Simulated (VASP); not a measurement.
The system is NaHF2.

```
Na H F
1.0
     1.73700    1.00286    4.58333
    -1.73700    1.00286    4.58333
     0.00000   -2.00571    4.58333
Na H F
1 1 2
Cartesian
  0.0000 0.0000 0.0000
  0.0000 0.0000 6.8750
  0.0000 0.0000 5.7420
  0.0000 0.0000 8.0080
```

```yaml
Program: VASP 6.6.1
Task: relaxation of cell and atoms
Functional: LDA
Potentials_or_basis: VASP PAW LDA potentials, release 64 (Na_pv, H, F)
Cutoff: 600 eV
k_mesh: 8 × 8 × 8
Occupations: gaussian, width 0.01 eV
Spin: no spin polarisation
```

At the start: pressure -2.5 GPa; volume 11.98 Å³/atom.

Task: Where does the relaxation end?

Result: Over 17 steps the energy falls by 13.7 meV/atom and the volume is 10.86 Å³/atom (-9.3 %); space group R-3m (No. 166, to 0.05 Å).

Step by step:
```
step  energy change (eV)  largest force (eV/Å)  pressure (GPa)  volume (Å³)
   1              0.0000                0.4526           -2.46        47.90
   2             -0.0282                0.1501           -2.80        46.64
   3             -0.0309                0.3755           -2.89        46.15
   4             -0.0484                0.2146           -1.42        44.80
   5             -0.0529                0.0883           -0.14        43.80
   6             -0.0529                0.0795           -0.04        43.73
   7             -0.0532                0.0305           -0.04        43.77
   8             -0.0534                0.0271           -0.02        43.83
   9             -0.0537                0.0126           -0.11        43.85
  10             -0.0541                0.0197           -0.29        43.92
  11             -0.0538                0.0823           -0.70        44.04
  12             -0.0542                0.0383           -0.44        43.95
  13             -0.0544                0.0133           -0.36        43.90
  14             -0.0547                0.0473           -0.21        43.76
  15             -0.0549                0.0135           -0.19        43.66
  16             -0.0549                0.0161           -0.17        43.57
  17             -0.0550                0.0091           -0.01        43.45
```

Final structure:
```xyz
4
Lattice="1.6622 0.9597 4.5402 -1.6622 0.9597 4.5402 0.0000 -1.9193 4.5402" Properties=species:S:1:pos:R:3 pbc="T T T"
Na    0.0000    0.0000    0.0000
H     0.0000    0.0000    6.8103
F     0.0000    0.0000    5.6713
F     0.0000    0.0000    7.9493
```
